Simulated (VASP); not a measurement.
# Bi2Te2Pb2Se3 (P-3m1) in VASP: further runs

Aim: see how the results for Bi2Te2Pb2Se3 move with the level of theory and the settings. Levels: revPBE, r2SCAN. Tasks: single point.

Program: VASP 6.6.1. These are calculated values, not measurements. Logs are shortened: lines on timing, memory, paths and dates and some standing lists are left out, and cuts for length are marked.

### 1 The cell of the first run

It takes space group P-3m1 (No. 164, trigonal). Conventional cell: a = 4.402 Å, b = 4.402 Å, c = 17.517 Å, α = 90.00°, β = 90.00°, γ = 120.00°. Within 4.1 Å of Bi (site symmetry 3m) lie 3 Se at 3.12 Å and 3 Te at 3.14 Å. Within 4.1 Å of Pb (site symmetry 3m) lie 6 Se at 3.09 to 3.10 Å. Te (site symmetry 3m) has 3 Bi at 3.14 Å and 3 Te at 4.03 Å within 4.1 Å. Within 4.1 Å of Se (site symmetry 3m) lie 3 Pb at 3.09 Å and 3 Bi at 3.12 Å. Se (site symmetry -3m) has 6 Pb at 3.10 Å within 4.1 Å.

### 2 Single point, revPBE

Contents of INCAR:

```
SYSTEM = Bi2Te2Pb2Se3
PREC = Accurate ; ENCUT = 500
EDIFF = 1E-6 ; ISMEAR = -1
SIGMA = 0.0178 ; LREAL = .False.
LASPH = .True. ; NELM = 120
ALGO = Normal ; ISIF = 2
LWAVE = .False. ; LCHARG = .False.
GGA = RE ; NBANDS = 54
GGA_COMPAT = .False.
```

Contents of KPOINTS:

```
Automatic mesh
0
Gamma
  5 5 1
  0 0 0
```

Contents of POSCAR:

```
Bi2Te2Pb2Se3
1.0
    2.2011050000      3.8124240000      0.0000000000
   -2.2011050000      3.8124240000      0.0000000000
    0.0000000000      0.0000000000     17.5174260000
Bi Pb Te Se
2 2 2 3
Direct
    0.0000000000      0.0000000000      0.1947700000
    0.0000000000      0.0000000000      0.8052300000
    0.3333300000      0.3333400000      0.6012300000
    0.6666700000      0.6666600000      0.3987700000
    0.3333300000      0.3333400000      0.9106000000
    0.6666700000      0.6666600000      0.0894000000
    0.3333300000      0.3333400000      0.2981700000
    0.6666700000      0.6666600000      0.7018300000
    0.0000000000      0.0000000000      0.5000000000
```

Potentials or basis: VASP PAW PBE potentials, release 64 (Bi_d, Pb_d, Te, Se).

Run with:

```sh
cat potpaw_PBE.64/Bi_d/POTCAR potpaw_PBE.64/Pb_d/POTCAR potpaw_PBE.64/Te/POTCAR potpaw_PBE.64/Se/POTCAR > POTCAR
mpirun -np 1 vasp_std > vasp.out
```

OUTCAR:

```text
SYSTEM = Bi2Te2Pb2Se3
   PREC = Accurate
   ENCUT = 500
   EDIFF = 1E-6
   ISMEAR = -1
   LREAL = .False.
   LASPH = .True.
   NELM = 120
   ISIF = 2
   GGA = RE

 ion  position               nearest neighbor table
   1  0.000  0.000  0.195-   7 3.12   7 3.12   7 3.12   6 3.14   6 3.14   6 3.14
   2  0.000  0.000  0.805-   8 3.12   8 3.12   8 3.12   5 3.14   5 3.14   5 3.14
   3  0.333  0.333  0.601-   8 3.09   8 3.09   8 3.09   9 3.10   9 3.10   9 3.10
   4  0.667  0.667  0.399-   7 3.09   7 3.09   7 3.09   9 3.10   9 3.10   9 3.10
   5  0.333  0.333  0.911-   2 3.14   2 3.14   2 3.14
   6  0.667  0.667  0.089-   1 3.14   1 3.14   1 3.14
   7  0.333  0.333  0.298-   4 3.09   4 3.09   4 3.09   1 3.12   1 3.12   1 3.12
   8  0.667  0.667  0.702-   3 3.09   3 3.09   3 3.09   2 3.12   2 3.12   2 3.12
   9  0.000  0.000  0.500-   4 3.10   3 3.10   4 3.10   3 3.10   4 3.10   3 3.10

  LATTYP: Found a hexagonal cell.
 ALAT       =     4.4022085340
 C/A-ratio  =     3.9792358460

  Lattice vectors:

 A1 = (   2.2011050000,  -3.8124240000,   0.0000000000)
 A2 = (   2.2011050000,   3.8124240000,   0.0000000000)
 A3 = (   0.0000000000,   0.0000000000,  17.5174260000)

Analysis of symmetry for initial positions (statically):
=====================================================================
 Subroutine PRICEL returns:
 Original cell was already a primitive cell.

 Routine SETGRP: Setting up the symmetry group for a
 hexagonal supercell.

 Subroutine GETGRP returns: Found  4 space group operations
 (whereof  4 operations were pure point group operations)
 out of a pool of 24 trial point group operations.

The static configuration has the point symmetry C_2h.

Analysis of symmetry for dynamics (positions and initial velocities):
=====================================================================
 Subroutine PRICEL returns:
 Original cell was already a primitive cell.

 Routine SETGRP: Setting up the symmetry group for a
 hexagonal supercell.

 Subroutine GETGRP returns: Found  4 space group operations
 (whereof  4 operations were pure point group operations)
 out of a pool of 24 trial point group operations.

The dynamic configuration has the point symmetry C_2h.

 Subroutine INISYM returns: Found  4 space group operations
 (whereof  4 operations are pure point group operations),
 and found     1 'primitive' translations

----------------------------------------------------------------------------------------

                                     Primitive cell

  volume of cell :     293.9966

  direct lattice vectors                    reciprocal lattice vectors
     2.201105000  3.812424000  0.000000000     0.227158632  0.131150155  0.000000000
    -2.201105000  3.812424000  0.000000000    -0.227158632  0.131150155  0.000000000
     0.000000000  0.000000000 17.517426000     0.000000000  0.000000000  0.057086013

  length of vectors
     4.402208534  4.402208534 17.517426000     0.262300223  0.262300223  0.057086013

  position of ions in fractional coordinates (direct lattice)
     0.000000000  0.000000000  0.194770000
     0.000000000  0.000000000  0.805230000
     0.333330000  0.333340000  0.601230000
     0.666670000  0.666660000  0.398770000
     0.333330000  0.333340000  0.910600000
     0.666670000  0.666660000  0.089400000
     0.333330000  0.333340000  0.298170000
     0.666670000  0.666660000  0.701830000
     0.000000000  0.000000000  0.500000000

  ion indices of the primitive-cell ions
   primitive index   ion index
                 1           1
                 2           2
                 3           3
                 4           4
                 5           5
                 6           6
                 7           7
                 8           8
                 9           9

----------------------------------------------------------------------------------------

 KPOINTS: Automatic mesh

Automatic generation of k-mesh.
 Grid dimensions read from file:
 generate k-points for:    5    5    1

 Generating k-lattice:

  Cartesian coordinates                     Fractional coordinates (reciprocal lattice)
     0.045431726  0.026230031  0.000000000     0.200000000  0.000000000  0.000000000
    -0.045431726  0.026230031  0.000000000     0.000000000  0.200000000  0.000000000
     0.000000000  0.000000000  0.057086013     0.000000000  0.000000000  1.000000000

  Length of vectors
     0.052460045  0.052460045  0.057086013

  Shift w.r.t. Gamma in fractional coordinates (k-lattice)
     0.000000000  0.000000000  0.000000000

 Subroutine IBZKPT returns following result:
 ===========================================

 Found      9 irreducible k-points:

 Following reciprocal coordinates:
            Coordinates               Weight
  0.000000  0.000000  0.000000      1.000000
  0.200000  0.000000  0.000000      4.000000
  0.000000  0.200000  0.000000      2.000000
  0.400000 -0.000000  0.000000      4.000000
 -0.000000  0.400000  0.000000      2.000000
  0.400000  0.200000  0.000000      2.000000
  0.200000  0.400000  0.000000      4.000000
 -0.400000  0.200000  0.000000      4.000000
 -0.200000  0.400000  0.000000      2.000000
   k-points           NKPTS =      9   k-points in BZ     NKDIM =      9   number of bands    NBANDS=     54
   number of dos      NEDOS =    301   number of ions     NIONS =      9
   total plane-waves  NPLWV = 131072
   dimension x,y,z NGX =    32 NGY =   32 NGZ =  128
   dimension x,y,z NGXF=    64 NGYF=   64 NGZF=  256
   ions per type =               2   2   2   3
   NGX,Y,Z   is equivalent  to a cutoff of  12.08, 12.08, 12.15 a.u.
   NGXF,Y,Z  is equivalent  to a cutoff of  24.17, 24.17, 24.30 a.u.
 SYSTEM =  Bi2Te2Pb2Se3
   PREC   = accura    normal or accurate (medium, high low for compatibility)
   ISTART =      0    job   : 0-new  1-cont  2-samecut
   ICHARG =      2    charge: 1-file 2-atom 10-const
   ISPIN  =      1    spin polarized calculation?
   LNONCOLLINEAR =      F non collinear calculations
   LSORBIT =      F    spin-orbit coupling
   LASPH  =      T    aspherical Exc in radial PAW
   ENCUT  =  500.0 eV  36.75 Ry    6.06 a.u.   8.03  8.03 31.94*2*pi/ulx,y,z
   NELM   =    120;   NELMIN=  2; NELMDL= -5     # of ELM steps
   EDIFF  = 0.1E-05   stopping-criterion for ELM
   LREAL  =      F    real-space projection
   EDIFFG = 0.1E-04   stopping-criterion for IOM
   NSW    =      0    number of steps for IOM
   IBRION =     -1    ionic relax: 0-MD 1-quasi-New 2-CG
   NFREE  =      0    steps in history (QN), initial steepest desc. (CG)
   ISIF   =      2    stress and relaxation
   ISYM   =      2    0-nonsym 1-usesym 2-fastsym
   POTIM  = 0.5000    time-step for ionic-motion
   TEBEG  =    0.0;   TEEND  =   0.0 temperature during run
   PSTRESS=    0.0 pullay stress
   NELECT =      88.0000    total number of electrons
   NUPDOWN=      -1.0000    fix difference up-down
   EMIN   =  10.00;   EMAX   =-10.00  energy-range for DOS
   EFERMI =   0.00;   METHOD = LEGACY
   ISMEAR =    -1;   SIGMA  =   0.02  broadening in eV -4-tet -1-fermi 0-gaus
   EFERMI_NEDOS =   21; number of points for ismear=-14 and -15
   IALGO  =     38    algorithm
   IMIX   =      4    mixing-type and parameters
     AMIX     =   0.40;   BMIX     =  1.00
     AMIX_MAG =   1.60;   BMIX_MAG =  1.00
  volume/ion in A,a.u.               =      32.67       220.44
  Fermi-wavevector in a.u.,A,eV,Ry     =   1.095103  2.069445 16.316795  1.199251
  Thomas-Fermi vector in A             =   2.231420
   LORBIT       =      0    0 simple, 1 ext, 2 COOP (PROOUT), +10 PAW based schemes
   GGA     = RE    functional components
   LHFCALC =     F    Hartree Fock is set to
   AEXX    =    0.0000 exact exchange contribution
   IVDW    =     0    specifies the selected vdW correction
   LEPSILON=     F    determine dielectric tensor
   LRPA    =     F    only Hartree local field effects (RPA)
 non-spin polarized calculation
  energy-cutoff  :      500.00
  volume of cell :      294.00
 maximum number of plane-waves:      7494
   NGX = 17   NGY = 17   NGZ = 63

 number of electron      88.0000007 magnetization

 Free energy of the ion-electron system (eV)
  ---------------------------------------------------
  ext. energy  EPLUGINS =         0.00000000
  ---------------------------------------------------
  free energy    TOTEN  =       -32.71702298 eV

  energy without entropy =      -32.71702284  energy(sigma->0) =      -32.71702291

 E-fermi :   4.8521     XC(G=0):  -9.0126

 val. band max:        4.6302586730   @ k =   0.0000   0.0000   0.0000
 cond. band min:       5.0739221066   @ k =   0.0000   0.0000   0.0000
 fundamental gap:      0.4436634335
 Fermi energy:         4.8520880283

 k-point     1 :       0.0000    0.0000    0.0000
  band No.  band energies     occupation
      1     -18.2899      2.00000
      2     -18.2899      2.00000
      3     -18.2899      2.00000
      4     -18.2899      2.00000
      5     -18.2855      2.00000
      6     -18.2855      2.00000
[... 46 lines left out ...]
     53       7.3801      0.00000
     54       8.2642      0.00000

 k-point     2 :       0.2000    0.0000    0.0000
  band No.  band energies     occupation
      1     -18.2909      2.00000
      2     -18.2909      2.00000
      3     -18.2855      2.00000
      4     -18.2855      2.00000
      5     -18.2828      2.00000
      6     -18.2828      2.00000
[... 46 lines left out ...]
     53       8.1137      0.00000
     54       8.4896      0.00000
[... 340 lines left out ...]
     53       8.6583      0.00000
     54       8.9680      0.00000

 k-point     9 :      -0.2000    0.4000    0.0000
  band No.  band energies     occupation
      1     -18.2897      2.00000
      2     -18.2897      2.00000
      3     -18.2853      2.00000
      4     -18.2853      2.00000
      5     -18.2819      2.00000
      6     -18.2819      2.00000
[... 46 lines left out ...]
     53       8.6583      0.00000
     54       8.9688      0.00000

------------------------ aborting loop because EDIFF is reached ----------------------------------------

  FORCE on cell =-STRESS in cart. coord.  units (eV):
  Direction    XX          YY          ZZ          XY          YZ          ZX
  --------------------------------------------------------------------------------------
  -------------------------------------------------------------------------------------
  Total        0.5343959      0.5342613      0.8207340     -0.0001161     -0.0001818      0.0003147
  in kB        2.9122687      2.9115353      4.4727102     -0.0006329     -0.0009905      0.0017151
  external PRESSURE =       3.4321714 kB  Pullay stress =       0.0000000 kB

 VOLUME and BASIS-vectors are now :
 -----------------------------------------------------------------------------
  energy-cutoff  :      500.00
  volume of cell :      294.00
      direct lattice vectors                 reciprocal lattice vectors
     2.201105000  3.812424000  0.000000000     0.227158632  0.131150155  0.000000000
    -2.201105000  3.812424000  0.000000000    -0.227158632  0.131150155  0.000000000
     0.000000000  0.000000000 17.517426000     0.000000000  0.000000000  0.057086013

 POSITION                                       TOTAL-FORCE (eV/Angst)
 -----------------------------------------------------------------------------------
      0.00000      0.00000      3.41187         0.000043     -0.000025     -0.729206
      0.00000      0.00000     14.10556        -0.000043      0.000025      0.729206
     -0.00002      2.54163     10.53200         0.000063     -0.000036      0.040774
      0.00002      5.08322      6.98542        -0.000063      0.000036     -0.040774
     -0.00002      2.54163     15.95137         0.000091     -0.000053     -0.578719
      0.00002      5.08322      1.56606        -0.000091      0.000053      0.578719
     -0.00002      2.54163      5.22317         0.000100     -0.000058      0.042365
      0.00002      5.08322     12.29426        -0.000100      0.000058     -0.042365
      0.00000      0.00000      8.75871         0.000000      0.000000      0.000000
 -----------------------------------------------------------------------------------
    total drift:                               -0.000000      0.000000      0.000000

  FREE ENERGIE OF THE ION-ELECTRON SYSTEM (eV)
  ---------------------------------------------------
  free  energy   TOTEN  =       -32.7170229834 eV

  energy  without entropy=      -32.7170228350  energy(sigma->0) =      -32.71702291
```

It took 75 s on 1 thread of Intel Xeon 6975P-C (Granite Rapids), shared host; peak memory 0.41 GiB.

What came out:

| Property | Result |
| --- | --- |
| Free energy | -32.7170 eV |
| Pressure | 0.3 GPa |
| Largest force | 0.729 eV/Å |
| Band gap on the k mesh | 0.44 eV |

Forces on the atoms (eV/Å):
```
Bi   0.000  0.000 -0.729
Bi   0.000  0.000  0.729
Pb   0.000  0.000  0.041
Pb   0.000  0.000 -0.041
Te   0.000  0.000 -0.579
Te   0.000  0.000  0.579
Se   0.000  0.000  0.042
Se   0.000  0.000 -0.042
Se   0.000  0.000  0.000
```

Stress tensor (GPa, compression positive):
```
0.29 0.00 0.00
0.00 0.29 0.00
0.00 0.00 0.45
```

Caveat: the PAW data sets were made with another functional, which shifts forces and pressure a little; spin-orbit coupling is left out, which moves the levels of the heavy elements; this functional lacks dispersion, which binds the layers, so the pressure and a relaxed spacing across them are unreliable.

(Part 1 of 2 ends here.)
